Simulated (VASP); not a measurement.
# Zn8SO7 (a cell with a defect) in VASP: single point with PBE

Aim: the single point of Zn8SO7 (a cell with a defect) with PBE.

All numbers are computed with VASP 6.6.1; they aren't measurements. Logs are shortened: lines on timing, memory, paths and dates and some standing lists are left out, and cuts for length are marked.

### Step 1. The cell of the first run

The cell holds a defect, 16 atoms: a = 6.499 Å, b = 6.499 Å, c = 5.206 Å, α = 90.00°, β = 90.00°, γ = 120.00°.

### Step 2. Single point, PBE

Contents of INCAR:

```
SYSTEM = Zn8SO7
  PREC = Accurate
  ENCUT = 520
  EDIFF = 1E-6
  ISMEAR = 0
  SIGMA = 0.02
  LREAL = .False.
  LASPH = .True.
  NELM = 120
  ALGO = Normal
  ISIF = 2
  LWAVE = .False.
  LCHARG = .False.
  GGA = PE
  NBANDS = 86
  GGA_COMPAT = .False.
```

Contents of KPOINTS:

```
Automatic mesh
0
Gamma
  3 3 2
  0 0 0
```

Contents of POSCAR:

```
Zn8SO7
1.0
    6.4986159969      0.0000000000      0.0000000000
   -3.2493079984      5.6279665427      0.0000000000
    0.0000000000      0.0000000000      5.2057090000
Zn S O
8 1 7
Direct
    0.1666666667      0.3333333333      0.5000000000
    0.3333333333      0.1666666667      0.0000000000
    0.1666666667      0.8333333333      0.5000000000
    0.3333333333      0.6666666667      0.0000000000
    0.6666666667      0.3333333333      0.5000000000
    0.8333333333      0.1666666667      0.0000000000
    0.6666666667      0.8333333333      0.5000000000
    0.8333333333      0.6666666667      0.0000000000
    0.3333333333      0.1666666667      0.3790100004
    0.1666666667      0.3333333333      0.8790100004
    0.3333333333      0.6666666667      0.3790100004
    0.1666666667      0.8333333333      0.8790100004
    0.8333333333      0.1666666667      0.3790100004
    0.6666666667      0.3333333333      0.8790100004
    0.8333333333      0.6666666667      0.3790100004
    0.6666666667      0.8333333333      0.8790100004
```

Potentials or basis: VASP PAW PBE potentials, release 64 (Zn, S, O).

On the command line:

```console
$ cat potpaw_PBE.64/Zn/POTCAR potpaw_PBE.64/S/POTCAR potpaw_PBE.64/O/POTCAR > POTCAR
$ mpirun -np 1 vasp_std > vasp.out
```

OUTCAR:

```text
SYSTEM = Zn8SO7
   PREC = Accurate
   ENCUT = 520
   EDIFF = 1E-6
   ISMEAR = 0
   LREAL = .False.
   LASPH = .True.
   NELM = 120
   ISIF = 2
   GGA = PE

 ion  position               nearest neighbor table
   1  0.167  0.333  0.500-  10 1.97   9 1.98  11 1.98  13 1.98
   2  0.333  0.167  0.000-   9 1.97  10 1.98  12 1.98  14 1.98
   3  0.167  0.833  0.500-  12 1.97  11 1.98   9 1.98  15 1.98
   4  0.333  0.667  0.000-  11 1.97  12 1.98  10 1.98  16 1.98
   5  0.667  0.333  0.500-  14 1.97  13 1.98  15 1.98   9 1.98
   6  0.833  0.167  0.000-  13 1.97  14 1.98  16 1.98  10 1.98
[... 8 lines left out ...]
  15  0.833  0.667  0.379-   8 1.97   7 1.98   5 1.98   3 1.98
  16  0.667  0.833  0.879-   7 1.97   8 1.98   6 1.98   4 1.98

  LATTYP: Found a hexagonal cell.
 ALAT       =     6.4986159969
 C/A-ratio  =     0.8010488699

  Lattice vectors:

 A1 = (   6.4986159969,   0.0000000000,   0.0000000000)
 A2 = (  -3.2493079984,   5.6279665427,   0.0000000000)
 A3 = (   0.0000000000,   0.0000000000,   5.2057090000)

Analysis of symmetry for initial positions (statically):
=====================================================================
 Subroutine PRICEL returns:
 Original cell was already a primitive cell.

 Routine SETGRP: Setting up the symmetry group for a
 hexagonal supercell.

 Subroutine GETGRP returns: Found  6 space group operations
 (whereof  2 operations were pure point group operations)
 out of a pool of 24 trial point group operations.

The static configuration has the point symmetry C_1h.
 The point group associated with its full space group is C_3v.

Analysis of symmetry for dynamics (positions and initial velocities):
=====================================================================
 Subroutine PRICEL returns:
 Original cell was already a primitive cell.

 Routine SETGRP: Setting up the symmetry group for a
 hexagonal supercell.

 Subroutine GETGRP returns: Found  6 space group operations
 (whereof  2 operations were pure point group operations)
 out of a pool of 24 trial point group operations.

The dynamic configuration has the point symmetry C_1h.
 The point group associated with its full space group is C_3v.

 Subroutine INISYM returns: Found  6 space group operations
 (whereof  2 operations are pure point group operations),
 and found     1 'primitive' translations

----------------------------------------------------------------------------------------
[... 107 lines left out ...]
   NFREE  =      0    steps in history (QN), initial steepest desc. (CG)
   ISIF   =      2    stress and relaxation
   ISYM   =      2    0-nonsym 1-usesym 2-fastsym
   POTIM  = 0.5000    time-step for ionic-motion
   TEBEG  =    0.0;   TEEND  =   0.0 temperature during run
   PSTRESS=    0.0 pullay stress
   NELECT =     144.0000    total number of electrons
   NUPDOWN=      -1.0000    fix difference up-down
   EMIN   =  10.00;   EMAX   =-10.00  energy-range for DOS
   EFERMI =   0.00;   METHOD = LEGACY
   ISMEAR =     0;   SIGMA  =   0.02  broadening in eV -4-tet -1-fermi 0-gaus
   EFERMI_NEDOS =   21; number of points for ismear=-14 and -15
   IALGO  =     38    algorithm
   IMIX   =      4    mixing-type and parameters
     AMIX     =   0.40;   BMIX     =  1.00
     AMIX_MAG =   1.60;   BMIX_MAG =  1.00
  volume/ion in A,a.u.               =      11.90        80.30
  Fermi-wavevector in a.u.,A,eV,Ry     =   1.491574  2.818667 30.270160  2.224794
  Thomas-Fermi vector in A             =   2.604212
   LORBIT       =      0    0 simple, 1 ext, 2 COOP (PROOUT), +10 PAW based schemes
   GGA     = PE    functional components
   LHFCALC =     F    Hartree Fock is set to
   AEXX    =    0.0000 exact exchange contribution
   IVDW    =     0    specifies the selected vdW correction
   LEPSILON=     F    determine dielectric tensor
   LRPA    =     F    only Hartree local field effects (RPA)
 non-spin polarized calculation
 Gauss-broadening in eV      SIGMA  =   0.02
  energy-cutoff  :      520.00
  volume of cell :      190.39
 maximum number of plane-waves:      5149
   NGX = 25   NGY = 25   NGZ = 19

 number of electron     144.0000064 magnetization

 Free energy of the ion-electron system (eV)
  ---------------------------------------------------
  ext. energy  EPLUGINS =         0.00000000
  ---------------------------------------------------
  free energy    TOTEN  =       -66.04707256 eV

  energy without entropy =      -66.04707256  energy(sigma->0) =      -66.04707256

 E-fermi :   2.1902     XC(G=0): -11.0848

 val. band max:        2.0848961976   @ k =   0.0000   0.0000   0.0000
 cond. band min:       3.2205977424   @ k =   0.0000   0.0000   0.0000
 fundamental gap:      1.1357015448
 Fermi energy:         2.1902481332

 k-point     1 :       0.0000    0.0000    0.0000
  band No.  band energies     occupation
      1     -16.1164      2.00000
      2     -15.4761      2.00000
      3     -15.4761      2.00000
      4     -15.4423      2.00000
      5     -15.3538      2.00000
      6     -15.2480      2.00000
[... 511 lines left out ...]
     83       9.8897      0.00000
     84      10.7960      0.00000
 [bands above 84 left out]

------------------------ aborting loop because EDIFF is reached ----------------------------------------

  FORCE on cell =-STRESS in cart. coord.  units (eV):
  Direction    XX          YY          ZZ          XY          YZ          ZX
  --------------------------------------------------------------------------------------
  -------------------------------------------------------------------------------------
  Total       21.3680993     21.3680993     23.9645418      0.0000000     -0.0000000      0.0000000
  in kB      179.8142915    179.8142915    201.6635662      0.0000000     -0.0000000      0.0000000
  external PRESSURE =     187.0973830 kB  Pullay stress =       0.0000000 kB

 VOLUME and BASIS-vectors are now :
 -----------------------------------------------------------------------------
  energy-cutoff  :      520.00
  volume of cell :      190.39
      direct lattice vectors                 reciprocal lattice vectors
     6.498615997  0.000000000  0.000000000     0.153878918  0.088842035  0.000000000
    -3.249307998  5.627966543  0.000000000     0.000000000  0.177684070  0.000000000
     0.000000000  0.000000000  5.205709000     0.000000000  0.000000000  0.192096792

 POSITION                                       TOTAL-FORCE (eV/Angst)
 -----------------------------------------------------------------------------------
      0.00000      1.87599      2.60285        -3.550020      2.049605      1.304302
      1.62465      0.93799      0.00000         0.000000     -0.000000     -4.402637
     -1.62465      4.68997      2.60285        -0.000000     -4.099210      1.304302
     -0.00000      3.75198      0.00000        -0.030280     -0.017482     -0.067260
      3.24931      1.87599      2.60285         3.550020      2.049605      1.304302
      4.87396      0.93799      0.00000         0.000000      0.034964     -0.067260
[... 8 lines left out ...]
      3.24931      3.75198      1.97302         0.108922     -0.062886      0.160574
      1.62465      4.68997      4.57587         0.000000     -0.000000      0.093050
 -----------------------------------------------------------------------------------
    total drift:                               -0.000003      0.000000     -0.001725

  FREE ENERGIE OF THE ION-ELECTRON SYSTEM (eV)
  ---------------------------------------------------
  free  energy   TOTEN  =       -66.0470725583 eV

  energy  without entropy=      -66.0470725583  energy(sigma->0) =      -66.04707256
```

OSZICAR:

```text
N       E                     dE             d eps       ncg     rms          rms(c)
DAV:   1     0.180082523835E+04    0.18008E+04   -0.65542E+04  1032   0.244E+03
DAV:   2     0.294466599312E+03   -0.15064E+04   -0.14182E+04  1032   0.632E+02
DAV:   3    -0.472158384350E+02   -0.34168E+03   -0.32996E+03  1086   0.248E+02
DAV:   4    -0.778928302400E+02   -0.30677E+02   -0.30304E+02  1160   0.789E+01
DAV:   5    -0.784890225902E+02   -0.59619E+00   -0.59373E+00  1168   0.112E+01    0.323E+01
DAV:   6    -0.649787728430E+02    0.13510E+02   -0.40900E+01  1696   0.801E+01    0.212E+01
DAV:   7    -0.663016619118E+02   -0.13229E+01   -0.17369E+01  1104   0.211E+01    0.129E+01
DAV:   8    -0.664916825835E+02   -0.19002E+00   -0.55410E+00  1542   0.175E+01    0.514E+00
DAV:   9    -0.660160635912E+02    0.47562E+00   -0.15898E+00  1720   0.144E+01    0.128E+00
DAV:  10    -0.660465261234E+02   -0.30463E-01   -0.56604E-01  1146   0.294E+00    0.463E-01
DAV:  11    -0.660470916771E+02   -0.56555E-03   -0.28476E-02  1536   0.127E+00    0.241E-01
DAV:  12    -0.660468106898E+02    0.28099E-03   -0.39210E-03  1296   0.742E-01    0.981E-02
DAV:  13    -0.660469617752E+02   -0.15109E-03   -0.68449E-04  1272   0.230E-01    0.554E-02
DAV:  14    -0.660470644723E+02   -0.10270E-03   -0.20770E-04  1184   0.174E-01    0.278E-02
DAV:  15    -0.660470708328E+02   -0.63605E-05   -0.50901E-05  1264   0.866E-02    0.107E-02
DAV:  16    -0.660470742586E+02   -0.34257E-05   -0.14963E-05  1424   0.376E-02    0.116E-02
DAV:  17    -0.660470732148E+02    0.10438E-05   -0.44331E-06  1056   0.233E-02    0.522E-03
DAV:  18    -0.660470725583E+02    0.65646E-06   -0.36474E-06  1016   0.121E-02
   1 F= -.66047073E+02 E0= -.66047073E+02  d E =-.111581E-14
```

stdout:

```text
POSCAR found type information on POSCAR ZnS O
 POSCAR found :  3 types and      16 ions
 scaLAPACK will be used
 LDA part: xc-table for (Slater+PW92), standard interpolation
 POSCAR, INCAR and KPOINTS ok, starting setup
 FFT: planning ... GRIDC
 FFT: planning ... GRID_SOFT
 FFT: planning ... GRID
 WAVECAR not read
 entering main loop
```

It took 65 s on 1 thread of Intel Xeon 6975P-C (Granite Rapids), shared host; peak memory 0.32 GiB.

Results:

| Property | Result |
| --- | --- |
| Free energy | -66.0471 eV |
| Pressure | 18.7 GPa |
| Largest force | 4.403 eV/Å |
| Band gap on the k mesh | 1.14 eV |

Forces in eV/Å, atoms in the order of the input:
```
Zn  -3.550  2.050  1.304
Zn   0.000  0.000 -4.403
Zn   0.000 -4.099  1.304
Zn  -0.030 -0.017 -0.067
Zn   3.550  2.050  1.304
Zn   0.000  0.035 -0.067
Zn   0.000  0.000 -0.082
Zn   0.030 -0.017 -0.067
S    0.000  0.000  0.313
O   -0.245  0.142 -0.038
O   -0.109 -0.063  0.161
O    0.000 -0.283 -0.038
O    0.000  0.126  0.161
O    0.245  0.142 -0.038
O    0.109 -0.063  0.161
O    0.000  0.000  0.093
```

Levels at points of the mesh, in eV from the valence-band top:
```
           k point  band 69  band 70  band 71  band 72  band 73  band 74  band 75  band 76
(0.00, 0.00, 0.00)    -0.80    -0.11     0.00     0.00     1.14     4.57     5.13     5.13
(0.00, 0.00, 0.50)    -0.62    -0.62    -0.31    -0.31     3.51     3.65     4.81     4.81
```

Caveat: the k points lie up to 0.60 Å⁻¹ apart.
